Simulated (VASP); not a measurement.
Runs of VASP 6.6.1 on Sb. The structure is that of space group Fm-3m (No. 225), or close to it. The cells are those of the table. 

```csv
task,level,spin,cell,cutoff (eV),gap on the mesh (eV),pressure (GPa)
single point,PBEsol,off,"a = 3.260 Å, angles 60.0°, 1 atom",520,none,5.1
electric field gradients,PBE,"non-collinear, zero start, SOC","a = 3.260 Å, angles 60.0°, 1 atom",520,-,(b)
single point,PBE,off,"a = 3.260 Å, angles 60.0°, 1 atom",520,none,8.5
single point,PBEsol,off,"a = 3.216 Å, angles 60.0°, 1 atom",500,none,(a)
electric field gradients,r2SCAN,off,"a = 3.260 Å, angles 60.0°, 1 atom",440,none,7.9
```

Alike in all rows: potentials or basis VASP PAW PBE potentials, release 64 (Sb); k mesh 14 × 14 × 14; smearing fermi-dirac 0.03 eV.

Estimate the missing entries.

(a) 9.3; (b) 8.7.

Caveats: spin-orbit coupling is left out, which moves the levels of the heavy elements (some runs); the PAW data sets were made with another functional, which shifts forces and pressure a little (some runs).

A k mesh can miss the band edges, and rows without SOC leave out spin-orbit coupling on Sb.

A gap of «none» marks levels without a gap at the run's occupations.
